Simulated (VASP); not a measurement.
# P in VASP: further runs

Runs on P. Level: PBEsol. Tasks: single point.

Everything below comes from runs of VASP 6.6.1. Logs are shortened: lines on timing, memory, paths and dates and some standing lists are left out, and cuts for length are marked.

### 1 The cell of the first run

The cell holds a slab with vacuum, 4 atoms: a = 3.186 Å, b = 33.829 Å, c = 4.550 Å, α = 90.00°, β = 90.00°, γ = 90.00°.

### 2 Single point, PBEsol (biaxial strain in the a-b plane: -3.0 %, then relaxed in part)

File INCAR:

```
SYSTEM = P
ALGO     = Normal         ! electronic algorithm
EDIFF    = 1E-6           ! SCF threshold, eV
ENCUT    = 520            ! plane-wave cutoff, eV
GGA      = PS             ! functional
ISIF     = 2              ! what is computed and relaxed
ISMEAR   = 0              ! smearing method
LASPH    = .True.         ! aspherical terms in the spheres
LCHARG   = .True.         ! write CHGCAR
LELF     = .True.         ! ELF
LREAL    = .False.        ! projectors in reciprocal space
LVHAR    = .True.       
LWAVE    = .False.        ! write WAVECAR
NBANDS   = 18             ! bands
NELM     = 60             ! most SCF steps
PREC     = Accurate       ! precision mode
SIGMA    = 0.02           ! smearing width, eV
```

File KPOINTS:

```
k-points
0
Gamma
  8 1 6
  0 0 0
```

File POSCAR:

```
P
1.0
    3.1858360627      0.0000000000      0.0000000000
    0.0000000000     33.8285045704      0.0000000000
    0.0000000000      0.0000000000      4.5501523152
P
4
Direct
    0.0000000000      0.9688618539      0.5848024067
    0.0000000000      0.0311381461      0.4151975933
    0.5000000000      0.0311381461      0.0848024067
    0.5000000000      0.9688618539      0.9151975933
```

Potentials or basis: VASP PAW PBE potentials, release 64 (P).

Launch:

```
$ cat potpaw_PBE.64/P/POTCAR > POTCAR
$ mpirun -np 1 vasp_std > vasp.out
```

OUTCAR:

```text
SYSTEM = P
   EDIFF = 1E-6
   ENCUT = 520
   GGA = PS
   ISIF = 2
   ISMEAR = 0
   LASPH = .True.
   LREAL = .False.
   NELM = 60
   PREC = Accurate

 ion  position               nearest neighbor table
   1  0.000  0.969  0.585-   4 2.19   4 2.19   2 2.24
   2  0.000  0.031  0.415-   3 2.19   3 2.19   1 2.24
   3  0.500  0.031  0.085-   2 2.19   2 2.19   4 2.24
   4  0.500  0.969  0.915-   1 2.19   1 2.19   3 2.24

  LATTYP: Found a simple orthorhombic cell.
 ALAT       =     3.1858360627
 B/A-ratio  =     1.4282443370
 C/A-ratio  =    10.6184071950

  Lattice vectors:

 A1 = (  -3.1858360627,   0.0000000000,   0.0000000000)
 A2 = (   0.0000000000,   0.0000000000,   4.5501523152)
 A3 = (   0.0000000000,  33.8285045704,   0.0000000000)

Analysis of symmetry for initial positions (statically):
=====================================================================
 Subroutine PRICEL returns:
 Original cell was already a primitive cell.

 Routine SETGRP: Setting up the symmetry group for a
 simple orthorhombic supercell.

 Subroutine GETGRP returns: Found  8 space group operations
 (whereof  4 operations were pure point group operations)
 out of a pool of  8 trial point group operations.

The static configuration has the point symmetry C_2h.
 The point group associated with its full space group is D_2h.

Analysis of symmetry for dynamics (positions and initial velocities):
=====================================================================
 Subroutine PRICEL returns:
 Original cell was already a primitive cell.

 Routine SETGRP: Setting up the symmetry group for a
 simple orthorhombic supercell.

 Subroutine GETGRP returns: Found  8 space group operations
 (whereof  4 operations were pure point group operations)
 out of a pool of  8 trial point group operations.

The dynamic configuration has the point symmetry C_2h.
 The point group associated with its full space group is D_2h.

 Subroutine INISYM returns: Found  8 space group operations
 (whereof  4 operations are pure point group operations),
 and found     1 'primitive' translations

----------------------------------------------------------------------------------------

                                     Primitive cell

  volume of cell :     490.3793

[... 86 lines left out ...]
   NELM   =     60;   NELMIN=  2; NELMDL= -5     # of ELM steps
   EDIFF  = 0.1E-05   stopping-criterion for ELM
   LREAL  =      F    real-space projection
   EDIFFG = 0.1E-04   stopping-criterion for IOM
   NSW    =      0    number of steps for IOM
   IBRION =     -1    ionic relax: 0-MD 1-quasi-New 2-CG
   NFREE  =      0    steps in history (QN), initial steepest desc. (CG)
   ISIF   =      2    stress and relaxation
   ISYM   =      2    0-nonsym 1-usesym 2-fastsym
   POTIM  = 0.5000    time-step for ionic-motion
   TEBEG  =    0.0;   TEEND  =   0.0 temperature during run
   PSTRESS=    0.0 pullay stress
   NELECT =      20.0000    total number of electrons
   NUPDOWN=      -1.0000    fix difference up-down
   EMIN   =  10.00;   EMAX   =-10.00  energy-range for DOS
   EFERMI =   0.00;   METHOD = LEGACY
   ISMEAR =     0;   SIGMA  =   0.02  broadening in eV -4-tet -1-fermi 0-gaus
   EFERMI_NEDOS =   21; number of points for ismear=-14 and -15
   IALGO  =     38    algorithm
   IMIX   =      4    mixing-type and parameters
     AMIX     =   0.40;   BMIX     =  1.00
     AMIX_MAG =   1.60;   BMIX_MAG =  1.00
  volume/ion in A,a.u.               =     122.59       827.31
  Fermi-wavevector in a.u.,A,eV,Ry     =   0.563518  1.064894  4.320558  0.317552
  Thomas-Fermi vector in A             =   1.600691
   LORBIT       =      0    0 simple, 1 ext, 2 COOP (PROOUT), +10 PAW based schemes
   GGA     = PS    functional components
   LHFCALC =     F    Hartree Fock is set to
   AEXX    =    0.0000 exact exchange contribution
   IVDW    =     0    specifies the selected vdW correction
   LEPSILON=     F    determine dielectric tensor
   LRPA    =     F    only Hartree local field effects (RPA)
 non-spin polarized calculation
 Gauss-broadening in eV      SIGMA  =   0.02
  energy-cutoff  :      520.00
  volume of cell :      490.38
 maximum number of plane-waves:     13320
 NGX is ok and might be reduce to    24
   NGX = 11   NGY =125   NGZ = 17

 number of electron      19.9999999 magnetization

 Free energy of the ion-electron system (eV)
  ---------------------------------------------------
  ext. energy  EPLUGINS =         0.00000000
  ---------------------------------------------------
  free energy    TOTEN  =       -22.80033420 eV

  energy without entropy =      -22.80033420  energy(sigma->0) =      -22.80033420

 E-fermi :  -3.2217     XC(G=0):  -1.8632

 val. band max:       -3.3318301488   @ k =   0.0000   0.0000   0.0000
 cond. band min:      -2.6383184598   @ k =   0.0000   0.0000   0.0000
 fundamental gap:      0.6935116890
 Fermi energy:        -3.2217278769

 k-point     1 :       0.0000    0.0000    0.0000
  band No.  band energies     occupation
      1     -18.5914      2.00000
      2     -16.0538      2.00000
      3     -12.4779      2.00000
      4      -9.2347      2.00000
      5      -8.1777      2.00000
      6      -7.9891      2.00000
[... 397 lines left out ...]
      5      -8.3907      2.00000
      6      -8.3907      2.00000
[... 10 lines left out ...]
     17       3.0332      0.00000
     18       3.0332      0.00000

------------------------ aborting loop because EDIFF is reached ----------------------------------------

  FORCE on cell =-STRESS in cart. coord.  units (eV):
  Direction    XX          YY          ZZ          XY          YZ          ZX
  --------------------------------------------------------------------------------------
  -------------------------------------------------------------------------------------
  Total        2.6815089     -0.0845556     -0.0861472      0.0000000      0.0000000      0.0000000
  in kB        8.7610804     -0.2762619     -0.2814620      0.0000000      0.0000000      0.0000000
  external PRESSURE =       2.7344521 kB  Pullay stress =       0.0000000 kB

 VOLUME and BASIS-vectors are now :
 -----------------------------------------------------------------------------
  energy-cutoff  :      520.00
  volume of cell :      490.38
      direct lattice vectors                 reciprocal lattice vectors
     3.185836063  0.000000000  0.000000000     0.313889347  0.000000000  0.000000000
     0.000000000 33.828504570  0.000000000     0.000000000  0.029560869  0.000000000
     0.000000000  0.000000000  4.550152315     0.000000000  0.000000000  0.219772863

 POSITION                                       TOTAL-FORCE (eV/Angst)
 -----------------------------------------------------------------------------------
      0.00000     32.77515      2.66094         0.000000      0.016891      0.020671
      0.00000      1.05336      1.88921         0.000000     -0.016891     -0.020671
      1.59292      1.05336      0.38586         0.000000     -0.016891      0.020671
      1.59292     32.77515      4.16429         0.000000      0.016891     -0.020671
 -----------------------------------------------------------------------------------
    total drift:                               -0.000000     -0.000000      0.000000

  FREE ENERGIE OF THE ION-ELECTRON SYSTEM (eV)
  ---------------------------------------------------
  free  energy   TOTEN  =       -22.8003342006 eV

  energy  without entropy=      -22.8003342006  energy(sigma->0) =      -22.80033420
```

OSZICAR:

```text
N       E                     dE             d eps       ncg     rms          rms(c)
DAV:   1     0.134217211239E+03    0.13422E+03   -0.57141E+03   728   0.737E+02
DAV:   2    -0.556992181251E+01   -0.13979E+03   -0.13094E+03  1184   0.132E+02
DAV:   3    -0.227234274956E+02   -0.17154E+02   -0.17079E+02   988   0.560E+01
DAV:   4    -0.230731425397E+02   -0.34972E+00   -0.34874E+00   992   0.103E+01
[... 13 lines left out ...]
DAV:  18    -0.228003146250E+02   -0.25932E-04   -0.49284E-07   754   0.273E-03    0.429E-03
DAV:  19    -0.228003259730E+02   -0.11348E-04   -0.26730E-07   744   0.169E-03    0.157E-03
DAV:  20    -0.228003316371E+02   -0.56641E-05   -0.16814E-07   738   0.136E-03    0.186E-03
DAV:  21    -0.228003332683E+02   -0.16311E-05   -0.24589E-08   690   0.674E-04    0.572E-04
DAV:  22    -0.228003342006E+02   -0.93231E-06   -0.13853E-08   686   0.454E-04
   1 F= -.22800334E+02 E0= -.22800334E+02  d E =-.299290E-16
```

It took 8.4 min on 1 thread of Intel Xeon 8259CL, shared host; peak memory 0.54 GiB.

Results:

```yaml
Free_energy: -22.8003 eV
Largest_force: 0.027 eV/Å
Band_gap_on_the_k_mesh: 0.69 eV, direct
```

Forces on the atoms (eV/Å):
```
P    0.000  0.017  0.021
P    0.000 -0.017 -0.021
P    0.000 -0.017  0.021
P    0.000  0.017 -0.021
```

Caveat: the cell differs from its parent crystal (biaxial strain in the a-b plane: -3.0 %, then relaxed in part); the PAW data sets were made with another functional, which shifts forces and pressure a little.

### 3 Single point, PBEsol (biaxial strain in the a-b plane: -1.5 %)

File INCAR:

```
ALGO     = Normal         # electronic algorithm
EDIFF    = 1E-7           # SCF threshold, eV
ENCUT    = 520            # plane-wave cutoff, eV
GGA      = PS             # functional
ISIF     = 2              # what is computed and relaxed
ISMEAR   = 0              # smearing method
LASPH    = True           # aspherical terms in the spheres
LCHARG   = False          # write CHGCAR
LREAL    = False          # projectors in reciprocal space
LWAVE    = False          # write WAVECAR
NBANDS   = 18             # bands
NELM     = 80             # most SCF steps
PREC     = Accurate       # precision mode
SIGMA    = 0.02           # smearing width, eV
```

File KPOINTS:

```
k-points
0
Gamma
  8 1 6
```

File POSCAR:

```
P
1.0
    3.2351015688      0.0000000000      0.0000000000
    0.0000000000     34.3516257751      0.0000000000
    0.0000000000      0.0000000000      4.4768425287
P
4
Direct
    0.0000000000      0.9696876239      0.5826201379
    0.0000000000      0.0303123761      0.4173798621
    0.5000000000      0.0303123761      0.0826201379
    0.5000000000      0.9696876239      0.9173798621
```

Potentials or basis: VASP PAW PBE potentials, release 64 (P).

Launch:

```
$ cat potpaw_PBE.64/P/POTCAR > POTCAR
$ mpirun -np 1 vasp_std > vasp.out
```

It took 6.8 min on 1 thread of Intel Xeon 8259CL, shared host; peak memory 0.54 GiB.

The run converged. Its results:

| Quantity | Value |
| --- | --- |
| Free energy | -22.8230 eV |
| Largest force | 0.285 eV/Å |
| Band gap on the k mesh | 0.85 eV, direct |

Forces in eV/Å, atoms in the order of the input:
```
P    0.000 -0.255  0.127
P    0.000  0.255 -0.127
P    0.000  0.255  0.127
P    0.000 -0.255 -0.127
```

Levels at points of the mesh, in eV from the valence-band top:
```csv
k point,band 7,band 8,band 9,band 10,band 11,band 12,band 13,band 14
"(0.00, 0.00, 0.00)",-3.24,-1.89,-1.45,0.00,0.85,1.76,3.04,3.53
"(0.50, 0.00, 0.00)",-2.78,-2.78,-2.01,-2.01,1.21,1.21,1.93,1.93
"(0.00, 0.00, 0.50)",-2.33,-2.33,-1.12,-1.12,2.37,2.37,3.73,3.73
"(0.50, 0.00, 0.50)",-4.87,-4.87,-1.19,-1.19,2.53,2.53,4.04,4.04
```

Caveat: the cell differs from its parent crystal (biaxial strain in the a-b plane: -1.5 %); the PAW data sets were made with another functional, which shifts forces and pressure a little.

### 4 Single point, PBEsol (biaxial strain in the a-b plane: -1.5 %, then relaxed in part)

File INCAR:

```
SYSTEM = P
PREC     = Accurate       ! precision mode
ENCUT    = 520            ! plane-wave cutoff, eV
EDIFF    = 1E-6           ! SCF threshold, eV
ISMEAR   = 0              ! smearing method
SIGMA    = 0.02           ! smearing width, eV
LREAL    = .False.        ! projectors in reciprocal space
LASPH    = .True.         ! aspherical terms in the spheres
NELM     = 100            ! most SCF steps
ALGO     = Normal         ! electronic algorithm
ISIF     = 2              ! what is computed and relaxed
LWAVE    = .False.        ! write WAVECAR
LCHARG   = .True.         ! write CHGCAR
GGA      = PS             ! functional
LELF     = .True.         ! ELF
LVHAR    = .True.       
NBANDS   = 18             ! bands
```

File KPOINTS:

```
Automatic mesh
0
Gamma
  8 1 6
  0 0 0
```

File POSCAR:

```
P
1.0
    3.2351015688      0.0000000000      0.0000000000
    0.0000000000     34.3516257751      0.0000000000
    0.0000000000      0.0000000000      4.4961012985
P
4
Direct
    0.0000000000      0.9692855294      0.5838571786
    0.0000000000      0.0307144706      0.4161428214
    0.5000000000      0.0307144706      0.0838571786
    0.5000000000      0.9692855294      0.9161428214
```

Launch:

```
$ cat potpaw_PBE.64/P/POTCAR > POTCAR
$ mpirun -np 1 vasp_std > vasp.out
```

Wall time 5.7 min (1 thread of Intel Xeon 8259CL, shared host); peak memory 0.54 GiB.

Results (log left out):

| Item | Value |
| --- | --- |
| Free energy | -22.8309 eV |
| Largest force | 0.023 eV/Å |
| Band gap on the k mesh | 0.71 eV, direct |

Forces on the atoms (eV/Å):
```
P    0.000  0.018  0.014
P    0.000 -0.018 -0.014
P    0.000 -0.018  0.014
P    0.000  0.018 -0.014
```

Levels at points of the mesh, in eV from the valence-band top:
```tsv
k point	band 6	band 7	band 8	band 9	band 10	band 11	band 12	band 13	band 14	band 15
(0.00, 0.00, 0.00)	-4.59	-3.20	-1.92	-1.52	0.00	0.71	1.77	3.01	3.61	4.40
(0.50, 0.00, 0.00)	-4.93	-2.75	-2.75	-2.02	-2.02	1.17	1.17	1.93	1.93	3.64
(0.00, 0.00, 0.50)	-3.13	-2.33	-2.33	-1.09	-1.09	2.33	2.33	3.62	3.62	3.76
(0.50, 0.00, 0.50)	-5.06	-4.83	-4.83	-1.22	-1.22	2.40	2.40	4.07	4.07	5.46
```

Caveat: the cell differs from its parent crystal (biaxial strain in the a-b plane: -1.5 %, then relaxed in part); the PAW data sets were made with another functional, which shifts forces and pressure a little.

### 5 Single point, PBEsol (uniaxial strain along c: -4.5 %, then relaxed in part)

File INCAR:

```
PREC     = Accurate       # precision mode
ENCUT    = 520            # plane-wave cutoff, eV
EDIFF    = 1E-7           # SCF threshold, eV
ISMEAR   = 0              # smearing method
SIGMA    = 0.02           # smearing width, eV
LREAL    = False          # projectors in reciprocal space
LASPH    = True           # aspherical terms in the spheres
NELM     = 80             # most SCF steps
ALGO     = Normal         # electronic algorithm
ISIF     = 2              # what is computed and relaxed
LWAVE    = False          # write WAVECAR
LCHARG   = False          # write CHGCAR
GGA      = PS             # functional
NBANDS   = 18             # bands
```

File KPOINTS:

```
regular mesh
0
Gamma
  8 1 6
```

File POSCAR:

```
P
1.0
    3.3229951666      0.0000000000      0.0000000000
    0.0000000000     35.2695077552      0.0000000000
    0.0000000000      0.0000000000      4.2372490930
P
4
Direct
    0.0000000000      0.9697327916      0.5757322245
    0.0000000000      0.0302672084      0.4242677755
    0.5000000000      0.0302672084      0.0757322245
    0.5000000000      0.9697327916      0.9242677755
```

Launch:

```
$ cat potpaw_PBE.64/P/POTCAR > POTCAR
$ mpirun -np 1 vasp_std > vasp.out
```

It took 2.5 min on 1 thread of Intel Xeon 6975P-C (Granite Rapids), shared host; peak memory 0.56 GiB.

It converged, with:

- Free energy: -22.8225 eV
- Largest force: 0.024 eV/Å
- Band gap on the k mesh: 0.52 eV, direct

Forces on the atoms (eV/Å):
```
P    0.000  0.019  0.015
P    0.000 -0.019 -0.015
P    0.000 -0.019  0.015
P    0.000  0.019 -0.015
```

Levels at points of the mesh, in eV from the valence-band top:
| k point | band 7 | band 8 | band 9 | band 10 | band 11 | band 12 | band 13 | band 14 |
| --- | --- | --- | --- | --- | --- | --- | --- | --- |
| (0.00, 0.00, 0.00) | -3.84 | -2.13 | -1.98 | 0.00 | 0.52 | 1.22 | 2.53 | 3.53 |
| (0.50, 0.00, 0.00) | -2.82 | -2.82 | -2.19 | -2.19 | 1.32 | 1.32 | 1.63 | 1.63 |
| (0.00, 0.00, 0.50) | -2.78 | -2.78 | -0.88 | -0.88 | 1.90 | 1.90 | 3.05 | 3.05 |
| (0.50, 0.00, 0.50) | -5.20 | -5.20 | -1.61 | -1.61 | 2.31 | 2.31 | 4.83 | 4.83 |

Caveat: the cell differs from its parent crystal (uniaxial strain along c: -4.5 %, then relaxed in part); the PAW data sets were made with another functional, which shifts forces and pressure a little.

### 6 Summary

```tsv
cell	gap on the mesh (eV)	largest force (eV/Å)
a = 3.186, b = 33.829, c = 4.550 Å, 4 atoms	0.69	0.03
a = 3.235, b = 34.352, c = 4.477 Å, 4 atoms	0.85	0.28
a = 3.235, b = 34.352, c = 4.496 Å, 4 atoms	0.71	0.02
a = 3.323, b = 35.270, c = 4.237 Å, 4 atoms	0.52	0.02
```

Alike in all rows: task single point; level PBEsol; potentials or basis VASP PAW PBE potentials, release 64 (P); no spin polarisation; k mesh 8 × 1 × 6; cutoff (eV) 520; smearing gaussian 0.02 eV.

Caveats: the PAW data sets were made with another functional, which shifts forces and pressure a little.

Absolute energies hang on the potentials; compare differences alone.
